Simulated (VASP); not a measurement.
# LaNiAg2 (Cmcm) in VASP: single point with r2SCAN

Aim: the single point of LaNiAg2 with r2SCAN.

Program: VASP 6.6.1. These are calculated values, not measurements. Logs are shortened: lines on timing, memory, paths and dates and some standing lists are left out, and cuts for length are marked.

**1. The cell of the first run**

It takes space group Cmcm (No. 63, orthorhombic). The conventional cell has a = 4.406 Å, b = 10.740 Å, c = 8.714 Å, α = 90.00°, β = 90.00°, γ = 90.00°. Within 4.0 Å of La (site symmetry m2m) lie 3 Ni at 3.08 to 3.18 Å and 10 Ag at 3.51 to 3.61 Å. Ni (site symmetry m2m) has 6 Ag at 2.89 to 2.95 Å and 3 La at 3.08 to 3.18 Å within 3.8 Å. Ag (site symmetry m) has 3 Ni at 2.89 to 2.95 Å and 4 Ag at 3.16 to 3.45 Å and 5 La at 3.51 to 3.61 Å within 3.8 Å.

**2. Single point, r2SCAN**

Input file POSCAR:

```
LaNiAg2
1.0
    4.4057750000      0.0000000000      0.0000000000
    2.2028880000     -5.3698840000      0.0000000000
    0.0000000000      0.0000000000     -8.7143990000
La Ni Ag
2 2 4
Direct
    0.4402900000      0.1194200000      0.7500000000
    0.5597100000      0.8805800000      0.2500000000
    0.7266100000      0.5467800000      0.7500000000
    0.2733900000      0.4532200000      0.2500000000
    0.1543000000      0.6914000000      0.9448000000
    0.8457000000      0.3086000000      0.4448000000
    0.8457000000      0.3086000000      0.0552000000
    0.1543000000      0.6914000000      0.5552000000
```

Input file INCAR.step1:

```
ALGO = Normal
EDIFF = 1E-5
ENCUT = 660
GGA = PE
GGA_COMPAT = False
ISMEAR = -1
KPAR = 4
LASPH = True
LCHARG = False
LMAXMIX = 6
LREAL = False
LWAVE = True
NBANDS = 53
NELM = 200
PREC = Accurate
SIGMA = 0.1
```

Input file INCAR.step2:

```
ALGO = Normal
EDIFF = 1E-6
ENCUT = 660
GGA_COMPAT = False
ISIF = 2
ISMEAR = -1
ISTART = 1
KPAR = 4
LASPH = True
LCHARG = False
LMAXMIX = 6
LMIXTAU = True
LREAL = False
LWAVE = False
METAGGA = R2SCAN
NBANDS = 53
NELM = 200
PREC = Accurate
SIGMA = 0.1
```

Input file KPOINTS:

```
k-points
0
Gamma
  8 8 4
```

Potentials or basis: VASP PAW PBE potentials, release 64 (La, Ni, Ag).

Command:

```bash
$ cat potpaw_PBE.64/La/POTCAR potpaw_PBE.64/Ni/POTCAR potpaw_PBE.64/Ag/POTCAR > POTCAR
$ cp INCAR.step1 INCAR
$ mpirun -np 4 vasp_std > vasp.out
$ cp INCAR.step2 INCAR
$ mpirun -np 4 vasp_std > vasp.out
```

OUTCAR:

```text
EDIFF = 1E-6
   ENCUT = 660
   ISIF = 2
   ISMEAR = -1
   ISTART = 1
   LASPH = True
   LREAL = False
   METAGGA = R2SCAN
   NELM = 200
   PREC = Accurate

 ion  position               nearest neighbor table
   1  0.440  0.119  0.750-   3 3.08   3 3.18   3 3.18   8 3.51   5 3.51   6 3.60   7 3.60   6 3.60
                             7 3.60   8 3.61   5 3.61   5 3.61   8 3.61
   2  0.560  0.881  0.250-   4 3.08   4 3.18   4 3.18   6 3.51   7 3.51   5 3.60   8 3.60   5 3.60
                             8 3.60   6 3.61   7 3.61   7 3.61   6 3.61
   3  0.727  0.547  0.750-   5 2.89   8 2.89   5 2.89   8 2.89   7 2.95   6 2.95   1 3.08   1 3.18
                             1 3.18
   4  0.273  0.453  0.250-   6 2.89   7 2.89   6 2.89   7 2.89   5 2.95   8 2.95   2 3.08   2 3.18
                             2 3.18
   5  0.154  0.691  0.945-   3 2.89   3 2.89   4 2.95   7 3.16   7 3.16   8 3.40   7 3.45   1 3.51
                             2 3.60   2 3.60   1 3.61   1 3.61
   6  0.846  0.309  0.445-   4 2.89   4 2.89   3 2.95   8 3.16   8 3.16   7 3.40   8 3.45   2 3.51
                             1 3.60   1 3.60   2 3.61   2 3.61
   7  0.846  0.309  0.055-   4 2.89   4 2.89   3 2.95   5 3.16   5 3.16   6 3.40   5 3.45   2 3.51
                             1 3.60   1 3.60   2 3.61   2 3.61
   8  0.154  0.691  0.555-   3 2.89   3 2.89   4 2.95   6 3.16   6 3.16   5 3.40   6 3.45   1 3.51
                             2 3.60   2 3.60   1 3.61   1 3.61

  LATTYP: Found a base centered orthorhombic cell.
 ALAT       =     4.4057750000
 B/A-ratio  =     2.4376569389
 C/A-ratio  =     1.9779491690

  Lattice vectors:

 A1 = (   2.2028870000,   5.3698840000,   0.0000000000)
 A2 = (   2.2028880000,  -5.3698840000,   0.0000000000)
 A3 = (   0.0000000000,   0.0000000000,  -8.7143990000)

Analysis of symmetry for initial positions (statically):
=====================================================================
 Subroutine PRICEL returns:
 Original cell was already a primitive cell.

 Routine SETGRP: Setting up the symmetry group for a
 base centered orthorhombic supercell.

 Subroutine GETGRP returns: Found  8 space group operations
 (whereof  4 operations were pure point group operations)
 out of a pool of  8 trial point group operations.

The static configuration has the point symmetry C_2h.
 The point group associated with its full space group is D_2h.

Analysis of symmetry for dynamics (positions and initial velocities):
=====================================================================
 Subroutine PRICEL returns:
 Original cell was already a primitive cell.

 Routine SETGRP: Setting up the symmetry group for a
 base centered orthorhombic supercell.

 Subroutine GETGRP returns: Found  8 space group operations
 (whereof  4 operations were pure point group operations)
 out of a pool of  8 trial point group operations.

The dynamic configuration has the point symmetry C_2h.
 The point group associated with its full space group is D_2h.

 Subroutine INISYM returns: Found  8 space group operations
 (whereof  4 operations are pure point group operations),
 and found     1 'primitive' translations

----------------------------------------------------------------------------------------

                                     Primitive cell

  volume of cell :     206.1696

  direct lattice vectors                    reciprocal lattice vectors
     4.405775000  0.000000000  0.000000000     0.226974823  0.093111902  0.000000000
     2.202888000 -5.369884000  0.000000000     0.000000000 -0.186223762  0.000000000
     0.000000000  0.000000000 -8.714399000     0.000000000  0.000000000 -0.114752607

  length of vectors
     4.405775000  5.804168305  8.714399000     0.245331198  0.186223762  0.114752607

  position of ions in fractional coordinates (direct lattice)
     0.440290000  0.119420000  0.750000000
     0.559710000  0.880580000  0.250000000
     0.726610000  0.546780000  0.750000000
     0.273390000  0.453220000  0.250000000
     0.154300000  0.691400000  0.944800000
     0.845700000  0.308600000  0.444800000
     0.845700000  0.308600000  0.055200000
     0.154300000  0.691400000  0.555200000

  ion indices of the primitive-cell ions
   primitive index   ion index
                 1           1
                 2           2
                 3           3
                 4           4
                 5           5
                 6           6
                 7           7
                 8           8

----------------------------------------------------------------------------------------

 KPOINTS: k-points

Automatic generation of k-mesh.
 Grid dimensions read from file:
 generate k-points for:    8    8    4

 Generating k-lattice:

  Cartesian coordinates                     Fractional coordinates (reciprocal lattice)
     0.028371853  0.011638988  0.000000000     0.125000000  0.000000000  0.000000000
     0.000000000 -0.023277970  0.000000000     0.000000000  0.125000000  0.000000000
     0.000000000  0.000000000 -0.028688152     0.000000000  0.000000000  0.250000000

  Length of vectors
     0.030666400  0.023277970  0.028688152

  Shift w.r.t. Gamma in fractional coordinates (k-lattice)
     0.000000000  0.000000000  0.000000000

 Subroutine IBZKPT returns following result:
 ===========================================

 Found     63 irreducible k-points:

 Following reciprocal coordinates:
            Coordinates               Weight
  0.000000  0.000000  0.000000      1.000000
  0.125000  0.000000  0.000000      4.000000
  0.250000  0.000000  0.000000      4.000000
  0.375000  0.000000  0.000000      4.000000
  0.500000  0.000000  0.000000      2.000000
  0.000000  0.125000  0.000000      2.000000
[... 16 lines left out ...]
  0.125000  0.000000  0.250000      8.000000
  0.250000  0.000000  0.250000      8.000000
 [... further k-points ...]
   k-points           NKPTS =     63   k-points in BZ     NKDIM =     63   number of bands    NBANDS=     53
   number of dos      NEDOS =    301   number of ions     NIONS =      8
   total plane-waves  NPLWV = 160000
   dimension x,y,z NGX =    40 NGY =   50 NGZ =   80
   dimension x,y,z NGXF=    80 NGYF=  100 NGZF=  160
   ions per type =               2   2   4
   NGX,Y,Z   is equivalent  to a cutoff of  15.09, 14.32, 15.26 a.u.
   NGXF,Y,Z  is equivalent  to a cutoff of  30.19, 28.64, 30.52 a.u.
 SYSTEM =  unknown system
   PREC   = accura    normal or accurate (medium, high low for compatibility)
   ISTART =      1    job   : 0-new  1-cont  2-samecut
   ICHARG =      0    charge: 1-file 2-atom 10-const
   ISPIN  =      1    spin polarized calculation?
   LNONCOLLINEAR =      F non collinear calculations
   LSORBIT =      F    spin-orbit coupling
   LASPH  =      T    aspherical Exc in radial PAW
   ENCUT  =  660.0 eV  48.51 Ry    6.96 a.u.   9.23 12.16 18.25*2*pi/ulx,y,z
   NELM   =    200;   NELMIN=  2; NELMDL=  0     # of ELM steps
   EDIFF  = 0.1E-05   stopping-criterion for ELM
   LREAL  =      F    real-space projection
   EDIFFG = 0.1E-04   stopping-criterion for IOM
   NSW    =      0    number of steps for IOM
   IBRION =     -1    ionic relax: 0-MD 1-quasi-New 2-CG
   NFREE  =      0    steps in history (QN), initial steepest desc. (CG)
   ISIF   =      2    stress and relaxation
   ISYM   =      2    0-nonsym 1-usesym 2-fastsym
   POTIM  = 0.5000    time-step for ionic-motion
   TEBEG  =    0.0;   TEEND  =   0.0 temperature during run
   PSTRESS=    0.0 pullay stress
   NELECT =      86.0000    total number of electrons
   NUPDOWN=      -1.0000    fix difference up-down
   EMIN   =  10.00;   EMAX   =-10.00  energy-range for DOS
   EFERMI =   0.00;   METHOD = LEGACY
   ISMEAR =    -1;   SIGMA  =   0.10  broadening in eV -4-tet -1-fermi 0-gaus
   EFERMI_NEDOS =   21; number of points for ismear=-14 and -15
   IALGO  =     38    algorithm
   IMIX   =      4    mixing-type and parameters
     AMIX     =   0.40;   BMIX     =  1.00
     AMIX_MAG =   1.60;   BMIX_MAG =  1.00
  volume/ion in A,a.u.               =      25.77       173.91
  Fermi-wavevector in a.u.,A,eV,Ry     =   1.223206  2.311523 20.357468  1.496232
  Thomas-Fermi vector in A             =   2.358325
   LORBIT       =      0    0 simple, 1 ext, 2 COOP (PROOUT), +10 PAW based schemes
   METAGGA = R2SCAN    functional components
   LHFCALC =     F    Hartree Fock is set to
   AEXX    =    0.0000 exact exchange contribution
   IVDW    =     0    specifies the selected vdW correction
   LEPSILON=     F    determine dielectric tensor
   LRPA    =     F    only Hartree local field effects (RPA)
 non-spin polarized calculation
  energy-cutoff  :      660.00
  volume of cell :      206.17
 maximum number of plane-waves:      7972
 NGX is ok and might be reduce to    40
   NGX = 19   NGY = 25   NGZ = 37

 number of electron      85.9999997 magnetization

 Free energy of the ion-electron system (eV)
  ---------------------------------------------------
  ext. energy  EPLUGINS =         0.00000000
  ---------------------------------------------------
  free energy    TOTEN  =      -168.49430772 eV

  energy without entropy =     -168.32335612  energy(sigma->0) =     -168.40883192

 E-fermi :   5.8982     XC(G=0): -10.6278

 val. band max:        5.8939132284   @ k =   0.0000   0.5000   0.0000
 cond. band min:       5.9037777663   @ k =  -0.3750   0.1250   0.0000
 fundamental gap:      0.0098645379
 Fermi energy:         5.8981913005

 k-point     1 :       0.0000    0.0000    0.0000
  band No.  band energies     occupation
      1     -28.6758      2.00000
      2     -28.6702      2.00000
      3     -11.9898      2.00000
      4     -11.8769      2.00000
      5     -11.8354      2.00000
      6     -11.8332      2.00000
[... 45 lines left out ...]
     52       7.5530      0.00000
     53       7.5916      0.00000

 k-point     2 :       0.1250    0.0000    0.0000
  band No.  band energies     occupation
      1     -28.6745      2.00000
      2     -28.6689      2.00000
      3     -11.9861      2.00000
      4     -11.8747      2.00000
      5     -11.8343      2.00000
      6     -11.8320      2.00000
[... 45 lines left out ...]
     52       7.5786      0.00000
     53       7.6092      0.00000
[... 1174 lines left out ...]
     52       7.5857      0.00000
     53       7.6049      0.00000

 k-point    24 :       0.2500    0.0000    0.2500
  band No.  band energies     occupation
      1     -28.6705      2.00000
      2     -28.6667      2.00000
      3     -11.9627      2.00000
      4     -11.8882      2.00000
      5     -11.8787      2.00000
      6     -11.8687      2.00000
[... 45 lines left out ...]
     52       7.5978      0.00000
     53       7.6331      0.00000

 [... further k-points ...]
[... 5 lines left out ...]
  --------------------------------------------------------------------------------------
  -------------------------------------------------------------------------------------
  Total      -14.4267265    -16.0840932    -15.4329967      0.0000015      0.0000000      0.0000000
  in kB     -112.1124184   -124.9920823   -119.9323068      0.0000116      0.0000000      0.0000000
  external PRESSURE =    -119.0122692 kB  Pullay stress =       0.0000000 kB

 VOLUME and BASIS-vectors are now :
 -----------------------------------------------------------------------------
  energy-cutoff  :      660.00
  volume of cell :      206.17
      direct lattice vectors                 reciprocal lattice vectors
     4.405775000  0.000000000  0.000000000     0.226974823  0.093111902  0.000000000
     2.202888000 -5.369884000  0.000000000     0.000000000 -0.186223762  0.000000000
     0.000000000  0.000000000 -8.714399000     0.000000000  0.000000000 -0.114752607

 POSITION                                       TOTAL-FORCE (eV/Angst)
 -----------------------------------------------------------------------------------
      2.20289     -0.64127     -6.53580         0.000000     -0.243963      0.000000
      4.40578     -4.72861     -2.17860        -0.000000      0.243963      0.000000
      4.40578     -2.93615     -6.53580        -0.000000      0.049654      0.000000
      2.20289     -2.43374     -2.17860         0.000000     -0.049654      0.000000
      2.20289     -3.71274     -8.23336        -0.000000      0.213396      0.055489
      4.40578     -1.65715     -3.87616         0.000000     -0.213396      0.055489
      4.40578     -1.65715     -0.48103         0.000000     -0.213396     -0.055489
      2.20289     -3.71274     -4.83823        -0.000000      0.213396     -0.055489
 -----------------------------------------------------------------------------------
    total drift:                                0.000000      0.000000     -0.000000

  FREE ENERGIE OF THE ION-ELECTRON SYSTEM (eV)
  ---------------------------------------------------
  free  energy   TOTEN  =      -168.4943077196 eV

  energy  without entropy=     -168.3233561212  energy(sigma->0) =     -168.40883192
```

Wall time 34 min (4 MPI ranks of Intel Xeon Platinum 8259CL at 2.50GHz (Skylake/Cascade Lake), shared host); peak memory 1.1 GiB.

Results:

| Item | Value |
| --- | --- |
| Free energy | -168.4943 eV |
| Pressure | -11.9 GPa |
| Largest force | 0.244 eV/Å |
| Band gap on the k mesh | zero (bands 43 and 44 overlap by 0.80 eV) |

Forces on the atoms (eV/Å):
```
La   0.000 -0.244  0.000
La   0.000  0.244  0.000
Ni   0.000  0.050  0.000
Ni   0.000 -0.050  0.000
Ag   0.000  0.213  0.055
Ag   0.000 -0.213  0.055
Ag   0.000 -0.213 -0.055
Ag   0.000  0.213 -0.055
```

Caveat: the cell stands under tension; the PAW data sets were made with another functional, which shifts forces and pressure a little; spin-orbit coupling is left out, which moves the levels of the heavy elements. Spin polarisation is off, so any magnetic state and its effect on volume and gap are missing.
